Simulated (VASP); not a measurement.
# Ca3SbP (P4mm) in VASP: a series of runs

Runs on Ca3SbP. Level: LDA. Tasks: single point.

All numbers are computed with VASP 6.6.1; they aren't measurements. Logs are shortened: lines on timing, memory, paths and dates and some standing lists are left out, and cuts for length are marked.

## (1) The cell of the first run

Symmetry: P4mm, No. 99, tetragonal system. Conventional cell: a = 5.120 Å, b = 5.120 Å, c = 5.120 Å, α = 90.00°, β = 90.00°, γ = 90.00°. Ca (site symmetry 4mm) has 2 P at 2.53 to 2.59 Å within 3.3 Å. Within 3.4 Å of Ca (site symmetry 2mm) lie 2 P at 2.56 Å. Sb (site symmetry 4mm) has 12 Ca at 3.41 to 3.85 Å and 4 P at 4.35 Å within 4.5 Å. P (site symmetry 4mm) has 6 Ca at 2.53 to 2.59 Å within 3.3 Å.

## (2) Single point, LDA

The input, INCAR:

```
SYSTEM = Ca3SbP
  PREC = Accurate
  ENCUT = 520
  EDIFF = 1E-7
  ISMEAR = 0
  SIGMA = 0.05
  LREAL = .FALSE.
  LASPH = .TRUE.
  NELM = 100
  ALGO = Normal
  ISIF = 2
  LWAVE = .FALSE.
  LCHARG = .FALSE.
  GGA = CA
  NBANDS = 28
```

The input, KPOINTS:

```
Automatic mesh
0
G
  6 6 6
  0 0 0
```

The input, POSCAR:

```
Ca3SbP
1.0
    5.1203274853      0.0000000000      0.0000000000
    0.0000000000      5.1203274853      0.0000000000
    0.0000000000      0.0000000000      5.1203274853
Ca Sb P
3 1 1
Direct
   -0.0086120789      0.5000000000      0.5000000000
    0.4657248486      0.0000000000      0.5000000000
    0.4657248486      0.5000000000      0.0000000000
    0.0263291015      0.0000000000      0.0000000000
    0.4963415017      0.5000000000      0.5000000000
```

Potentials or basis: VASP PAW LDA potentials, release 64 (Ca_sv, Sb, P).

On the command line:

```
$ cat potpaw_LDA.64/Ca_sv/POTCAR potpaw_LDA.64/Sb/POTCAR potpaw_LDA.64/P/POTCAR > POTCAR
$ mpirun -np 1 vasp_std > vasp.out
```

OUTCAR:

```text
SYSTEM = Ca3SbP
   PREC = Accurate
   ENCUT = 520
   EDIFF = 1E-7
   ISMEAR = 0
   LREAL = .FALSE.
   LASPH = .TRUE.
   NELM = 100
   ISIF = 2
   GGA = CA

 ion  position               nearest neighbor table
   1  0.991  0.500  0.500-   5 2.53   5 2.59
   2  0.466  0.000  0.500-   5 2.56   5 2.56   4 3.41   4 3.41
   3  0.466  0.500  0.000-   5 2.56   5 2.56   4 3.41   4 3.41
   4  0.026  0.000  0.000-   2 3.41   3 3.41   2 3.41   3 3.41
   5  0.496  0.500  0.500-   1 2.53   2 2.56   3 2.56   3 2.56   2 2.56   1 2.59

  LATTYP: Found a simple cubic cell.
 ALAT       =     5.1203274853

  Lattice vectors:

 A1 = (   5.1203274853,   0.0000000000,   0.0000000000)
 A2 = (   0.0000000000,   5.1203274853,   0.0000000000)
 A3 = (   0.0000000000,   0.0000000000,   5.1203274853)

Analysis of symmetry for initial positions (statically):
=====================================================================
 Subroutine PRICEL returns:
 Original cell was already a primitive cell.

 Routine SETGRP: Setting up the symmetry group for a
 simple cubic supercell.

 Subroutine GETGRP returns: Found  8 space group operations
 (whereof  8 operations were pure point group operations)
 out of a pool of 48 trial point group operations.

The static configuration has the point symmetry C_4v.

Analysis of symmetry for dynamics (positions and initial velocities):
=====================================================================
 Subroutine PRICEL returns:
 Original cell was already a primitive cell.

 Routine SETGRP: Setting up the symmetry group for a
 simple cubic supercell.

 Subroutine GETGRP returns: Found  8 space group operations
 (whereof  8 operations were pure point group operations)
 out of a pool of 48 trial point group operations.

The dynamic configuration has the point symmetry C_4v.

 Subroutine INISYM returns: Found  8 space group operations
 (whereof  8 operations are pure point group operations),
 and found     1 'primitive' translations

----------------------------------------------------------------------------------------

                                     Primitive cell

  volume of cell :     134.2435

  direct lattice vectors                    reciprocal lattice vectors
     5.120327485  0.000000000  0.000000000     0.195300008  0.000000000  0.000000000
     0.000000000  5.120327485  0.000000000     0.000000000  0.195300008  0.000000000
     0.000000000  0.000000000  5.120327485     0.000000000  0.000000000  0.195300008

  length of vectors
     5.120327485  5.120327485  5.120327485     0.195300008  0.195300008  0.195300008

  position of ions in fractional coordinates (direct lattice)
     0.991387921  0.500000000  0.500000000
     0.465724849  0.000000000  0.500000000
     0.465724849  0.500000000  0.000000000
     0.026329101  0.000000000  0.000000000
     0.496341502  0.500000000  0.500000000

  ion indices of the primitive-cell ions
   primitive index   ion index
                 1           1
                 2           2
                 3           3
                 4           4
                 5           5

----------------------------------------------------------------------------------------

 KPOINTS: Automatic mesh

Automatic generation of k-mesh.
 Grid dimensions read from file:
 generate k-points for:    6    6    6

 Generating k-lattice:

  Cartesian coordinates                     Fractional coordinates (reciprocal lattice)
     0.032550001  0.000000000  0.000000000     0.166666667  0.000000000  0.000000000
     0.000000000  0.032550001  0.000000000     0.000000000  0.166666667  0.000000000
     0.000000000  0.000000000  0.032550001     0.000000000  0.000000000  0.166666667

  Length of vectors
     0.032550001  0.032550001  0.032550001

  Shift w.r.t. Gamma in fractional coordinates (k-lattice)
     0.000000000  0.000000000  0.000000000

 Subroutine IBZKPT returns following result:
 ===========================================

 Found     40 irreducible k-points:

 Following reciprocal coordinates:
            Coordinates               Weight
[... 42 lines left out ...]

  energy without entropy =      -22.46039766  energy(sigma->0) =      -22.46039766

 E-fermi :   4.4068     XC(G=0):  -9.4081

 val. band max:        4.0765765514   @ k =   0.0000   0.0000   0.0000
 cond. band min:       4.6665675858   @ k =   0.0000   0.0000   0.0000
 fundamental gap:      0.5899910344
 Fermi energy:         4.4067582245

 k-point     1 :       0.0000    0.0000    0.0000
  band No.  band energies     occupation
      1     -36.0645      2.00000
      2     -35.9936      2.00000
      3     -35.9704      2.00000
      4     -17.5611      2.00000
      5     -17.5463      2.00000
      6     -17.5463      2.00000
[... 20 lines left out ...]
     27       7.9612      0.00000
     28       7.9791      0.00000

 k-point     2 :       0.1667    0.0000    0.0000
  band No.  band energies     occupation
      1     -36.0625      2.00000
      2     -35.9955      2.00000
      3     -35.9704      2.00000
      4     -17.5500      2.00000
      5     -17.5352      2.00000
      6     -17.5352      2.00000
[... 20 lines left out ...]
     27       7.7444      0.00000
     28       7.9760      0.00000

 k-point     3 :       0.0000    0.1667    0.0000
  band No.  band energies     occupation
      1     -36.0632      2.00000
      2     -35.9927      2.00000
      3     -35.9725      2.00000
      4     -17.5527      2.00000
      5     -17.5387      2.00000
      6     -17.5339      2.00000
[... 20 lines left out ...]
     27       7.7986      0.00000
     28       7.9825      0.00000

 k-point     4 :       0.3333    0.0000    0.0000
  band No.  band energies     occupation
      1     -36.0582      2.00000
      2     -35.9995      2.00000
      3     -35.9703      2.00000
      4     -17.5191      2.00000
      5     -17.5066      2.00000
      6     -17.5066      2.00000
[... 578 lines left out ...]
     27       7.7678      0.00000
     28       7.8358      0.00000

 k-point    23 :       0.1667    0.1667    0.1667
  band No.  band energies     occupation
      1     -36.0605      2.00000
      2     -35.9933      2.00000
      3     -35.9743      2.00000
      4     -17.5801      2.00000
      5     -17.5029      2.00000
      6     -17.4996      2.00000
[... 20 lines left out ...]
     27       7.9588      0.00000
     28       7.9592      0.00000

 k-point    24 :       0.3333    0.1667    0.1667
  band No.  band energies     occupation
      1     -36.0572      2.00000
      2     -35.9963      2.00000
      3     -35.9742      2.00000
      4     -17.5935      2.00000
      5     -17.4852      2.00000
      6     -17.4679      2.00000
[... 20 lines left out ...]
     27       7.7061      0.00000
     28       8.0139      0.00000

 [... further k-points ...]

------------------------ aborting loop because EDIFF is reached ----------------------------------------

  FORCE on cell =-STRESS in cart. coord.  units (eV):
  Direction    XX          YY          ZZ          XY          YZ          ZX
  --------------------------------------------------------------------------------------
  -------------------------------------------------------------------------------------
  Total        4.2387578      3.5246682      3.5246682     -0.0000000     -0.0000000      0.0000000
  in kB       50.5889853     42.0664257     42.0664257     -0.0000000     -0.0000000      0.0000000
  external PRESSURE =      44.9072789 kB  Pullay stress =       0.0000000 kB

 VOLUME and BASIS-vectors are now :
 -----------------------------------------------------------------------------
  energy-cutoff  :      520.00
  volume of cell :      134.24
      direct lattice vectors                 reciprocal lattice vectors
     5.120327485  0.000000000  0.000000000     0.195300008  0.000000000  0.000000000
     0.000000000  5.120327485  0.000000000     0.000000000  0.195300008  0.000000000
     0.000000000  0.000000000  5.120327485     0.000000000  0.000000000  0.195300008

 POSITION                                       TOTAL-FORCE (eV/Angst)
 -----------------------------------------------------------------------------------
      5.07623      2.56016      2.56016        -0.012124     -0.000000      0.000000
      2.38466      0.00000      2.56016         0.076903     -0.000000      0.000000
      2.38466      2.56016      0.00000         0.076903     -0.000000      0.000000
      0.13481      0.00000      0.00000        -0.153418     -0.000000      0.000000
      2.54143      2.56016      2.56016         0.011737      0.000000     -0.000000
 -----------------------------------------------------------------------------------
    total drift:                                0.000429     -0.000000     -0.000000

  FREE ENERGIE OF THE ION-ELECTRON SYSTEM (eV)
  ---------------------------------------------------
  free  energy   TOTEN  =       -22.4603976601 eV

  energy  without entropy=      -22.4603976601  energy(sigma->0) =      -22.46039766
```

Wall time 99 s (1 thread of AMD EPYC 9R14 (Zen 4), shared host); peak memory 0.26 GiB.

What came out:

- Free energy: -22.4604 eV
- Pressure: 4.5 GPa
- Largest force: 0.153 eV/Å
- Band gap on the k mesh: 0.59 eV, direct

Forces in eV/Å, atoms in the order of the input:
```
Ca  -0.012  0.000  0.000
Ca   0.077  0.000  0.000
Ca   0.077  0.000  0.000
Sb  -0.153  0.000  0.000
P    0.012  0.000  0.000
```

Stress tensor (GPa, compression positive):
```
5.06 0.00 0.00
0.00 4.21 0.00
0.00 0.00 4.21
```

Levels at points of the mesh, in eV from the valence-band top:
| k point | band 16 | band 17 | band 18 | band 19 | band 20 | band 21 | band 22 | band 23 | band 24 | band 25 |
| --- | --- | --- | --- | --- | --- | --- | --- | --- | --- | --- |
| (0.00, 0.00, 0.00) | -1.66 | -1.66 | -0.06 | 0.00 | 0.00 | 0.59 | 0.88 | 0.96 | 1.13 | 1.13 |
| (0.50, 0.00, 0.00) | -2.48 | -1.52 | -1.52 | -1.11 | -1.11 | 1.21 | 1.55 | 2.03 | 2.92 | 2.92 |
| (0.00, 0.50, 0.00) | -2.61 | -1.51 | -1.49 | -1.13 | -1.05 | 1.21 | 1.56 | 2.00 | 2.76 | 2.80 |
| (0.50, 0.50, 0.00) | -3.52 | -1.77 | -1.41 | -1.36 | -1.12 | 1.82 | 1.88 | 2.11 | 2.59 | 2.86 |
| (0.00, 0.50, 0.50) | -3.54 | -1.74 | -1.36 | -1.36 | -0.98 | 1.77 | 1.77 | 2.07 | 2.44 | 2.89 |
| (0.50, 0.50, 0.50) | -3.32 | -3.31 | -1.76 | -1.76 | -1.71 | 2.07 | 2.15 | 2.15 | 3.06 | 3.08 |

Caveat: spin-orbit coupling is left out, which moves the levels of the heavy elements. A k mesh can miss the band edges.

(Part 1 of 2 ends here.)
